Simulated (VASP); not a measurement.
Input of a VASP 6.6.1 run:

POSCAR

```
Ba2TeS
1.0
    4.7442621459      0.0000000000      0.0000000000
    0.0000000000      4.7442621459      0.0000000000
    0.0000000000      0.0000000000      6.7154406009
S Ba Te
1 2 1
Direct
    0.0000000000      0.0000000000      0.0000000000
    0.0000000000      0.0000000000      0.5000000000
    0.5000000000      0.5000000000      0.0000000000
    0.5000000000      0.5000000000      0.5000000000
```

INCAR.step1

```
  PREC = Accurate
  ENCUT = 520
  ISMEAR = 0
  SIGMA = 0.01
  LREAL = False
  LASPH = True
  NELM = 60
  NBANDS = 24
  GGA = PE
  ALGO = Normal
  EDIFF = 1E-4
  LWAVE = True
  LCHARG = False
```

The input INCAR.step2:

```
  PREC = Accurate
  ENCUT = 520
  EDIFF = 1E-6
  ISMEAR = 0
  SIGMA = 0.01
  LREAL = False
  LASPH = True
  NELM = 60
  ALGO = Normal
  ISIF = 2
  LWAVE = False
  LCHARG = False
  METAGGA = R2SCAN
  LMIXTAU = True
  NBANDS = 24
  ISTART = 1
```

File KPOINTS:

```
Automatic mesh
0
Gamma
  4 4 4
```

Potentials or basis: VASP PAW PBE potentials, release 64 (S, Ba_sv, Te).

Launch:

```sh
$ cat potpaw_PBE.64/S/POTCAR potpaw_PBE.64/Ba_sv/POTCAR potpaw_PBE.64/Te/POTCAR > POTCAR
$ cp INCAR.step1 INCAR
$ mpirun -np 1 vasp_std > vasp.out
$ cp INCAR.step2 INCAR
$ mpirun -np 1 vasp_std > vasp.out
```

Task: Estimate the pressure.

Result: 1.6 GPa.

Task: What does it give for the band gap on the k mesh?

Result: 1.99 eV.

Caveat: the PAW data sets were made with another functional, which shifts forces and pressure a little; spin-orbit coupling is left out, which moves the levels of the heavy elements. A k mesh can miss the band edges.
